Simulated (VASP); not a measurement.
SnSe:

```xyz
8
Lattice="11.5703 0.0000 0.0000 0.0000 4.2451 0.0000 0.0000 0.0000 4.5187" Properties=species:S:1:pos:R:3 pbc="T T T"
Sn   10.1471    3.1839    4.1075
Sn    7.2083    1.0613    1.8481
Sn    4.3620    3.1839    2.6705
Sn    1.4231    1.0613    0.4112
Se    7.4397    3.1839    4.4464
Se    9.9157    1.0613    2.1870
Se    1.6546    3.1839    2.3316
Se    4.1306    1.0613    0.0723
```

Base run:

| Item | Value |
| --- | --- |
| Program | VASP 6.6.1 |
| Functional | PBE |
| Potentials or basis | VASP PAW PBE potentials, release 64 (Sn_d, Se) |
| Cutoff | 520 eV |
| k mesh | 3 × 6 × 6 |
| Occupations | fermi-dirac, width 0.05 eV |
| Spin | no spin polarisation |

Its results: band gap on the k mesh 0.56 eV (least direct gap 0.73 eV); pressure 0.3 GPa; largest force 0.156 eV/Å.

Q: The run is repeated on the same cell with these changes: functional from PBE to revPBE; dispersion from none to D3(BJ). What comes out?

A: Band gap on the k mesh 0.60 eV (least direct gap 0.76 eV); pressure -2.1 GPa; largest force 0.160 eV/Å.

Several settings changed at once.

Caveats: semilocal functionals underestimate gaps, and a narrow one can read as zero; spin-orbit coupling is left out, which moves the levels of the heavy elements; the PAW data sets were made with another functional, which shifts forces and pressure a little (at least some runs).

A k mesh can miss the band edges.
